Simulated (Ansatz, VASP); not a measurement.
**One calculation of Sr, two programs**

Contents of INCAR:

```
PREC = Accurate ; ENCUT = 520
EDIFF = 1E-7 ; ISMEAR = 0
SIGMA = 0.03 ; LREAL = False
LASPH = True ; NELM = 60
ALGO = Fast ; ISIF = 2
LWAVE = False ; LCHARG = False
GGA = PS ; NBANDS = 11
```

The input KPOINTS:

```
Automatic mesh
0
Gamma
  10 10 10
```

File POSCAR:

```
Sr
1.0
    0.0000000000      3.1184087500      3.0423500000
    3.1184087500      0.0000000000      3.0423500000
    3.1184087500      3.1184087500      0.0000000000
Sr
1
Direct
    0.0000000000      0.0000000000      0.0000000000
```

Input for Ansatz:

```yaml
crystal:
  lattice:
    - [0.0, 3.11840875, 3.04235]
    - [3.11840875, 0.0, 3.04235]
    - [3.11840875, 3.11840875, 0.0]
  atoms:
    - { symbol: Sr, position: [0.0, 0.0, 0.0] }
basis:
  ecutwfc: 420
kpoints:
  mp_grid: { grid: [10, 10, 10] }
hamiltonian:
  xc: pbesol
scf:
  occupations: { method: gaussian, width: 0.03 }
output:
  forces: true
  stress: true
  eigenvalues: true
```

Change from the starting cell: strain +0.025 along x and y, +0.000 along z, atoms carried along.

Alike in both runs: task single point; functional PBEsol; k mesh 10 × 10 × 10; occupations gaussian, width 0.03 eV; no spin polarisation.

```csv
,VASP,Ansatz
version,VASP 6.6.1,Ansatz 0.2.0
potentials or method,"VASP PAW PBE potentials, release 64 (Sr_sv), cutoff 520 eV","scalar-relativistic, plane waves, PAW"
valence electrons in the cell,10,10
```

```csv
,VASP,Ansatz,Ansatz less VASP
gap on the k mesh at the Fermi level (eV),none,none,-
pressure (GPa),-1.3,-1.3,0.00
```

VASP's potentials were made for PBE, not for PBEsol. A gap of «none» marks a metal or a gap that the smearing closes. The functional is the same, so the differences come from potentials, cutoffs and numerics.
